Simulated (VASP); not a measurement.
Write the native input for VASP 6.6.1 that does the following.

* Task: relaxation of cell and atoms
* Functional: LDA
* Potentials or basis: VASP PAW LDA potentials, release 64 (W_sv)
* Cutoff: 600 eV
* k mesh: 18 × 18 × 18
* Occupations: gaussian, width 0.1 eV
* Spin: no spin polarisation
* Dipole correction: no
* Further INCAR settings: ALGO = Normal; EDIFF = 1e-06; IBRION = 2; EDIFFG = -0.005; NSW = 100; ISIF = 3

The structure of W lies in POSCAR:

```
W
1.0
   -1.5688199716      1.5688199716      1.5688199716
    1.5688199716     -1.5688199716      1.5688199716
    1.5688199716      1.5688199716     -1.5688199716
W
1
Direct
    0.0000000000      0.0000000000      0.0000000000
```

One way to write it, as run:

INCAR

```
SYSTEM = W
  ALGO = Normal
  EDIFF = 1E-6
  EDIFFG = -0.005
  ENCUT = 600
  IBRION = 2
  ISIF = 3
  ISMEAR = 0
  LASPH = .TRUE.
  LCHARG = .FALSE.
  LREAL = .FALSE.
  LWAVE = .FALSE.
  NELM = 100
  NSW = 100
  PREC = Accurate
  SIGMA = 0.1
```

KPOINTS

```
k-points
0
G
  18 18 18
  0 0 0
```

Potentials or basis: VASP PAW LDA potentials, release 64 (W_sv).

Command:

```sh
$ cat potpaw_LDA.64/W_sv/POTCAR > POTCAR
$ mpirun -np 1 vasp_std > vasp.out
```

It gave:

```json
{
  "Relaxed volume": "15.51 Å³/atom",
  "Relaxed cell": "a = 2.721 Å, b = 2.721 Å, c = 2.721 Å, α = 109.47°, β = 109.47°, γ = 109.47°",
  "Space group after relaxing (to 0.05 Å)": "Im-3m (No. 229)",
  "Energy gained by relaxing": "0.3 meV/atom",
  "Ionic steps": "3",
  "Pressure after relaxing": "0.0 GPa",
  "Band gap on the k mesh": "zero (band 7 reaches 16.94 eV, above the bottom of band 8 at 10.34 eV)"
}
```

Caveat: spin-orbit coupling is left out, which moves the levels of the heavy elements.

It took 23 s on 1 thread of Intel(R) Xeon(R) Platinum 8559C (Emerald Rapids), with other jobs on the host, peak memory 0.16 GiB.
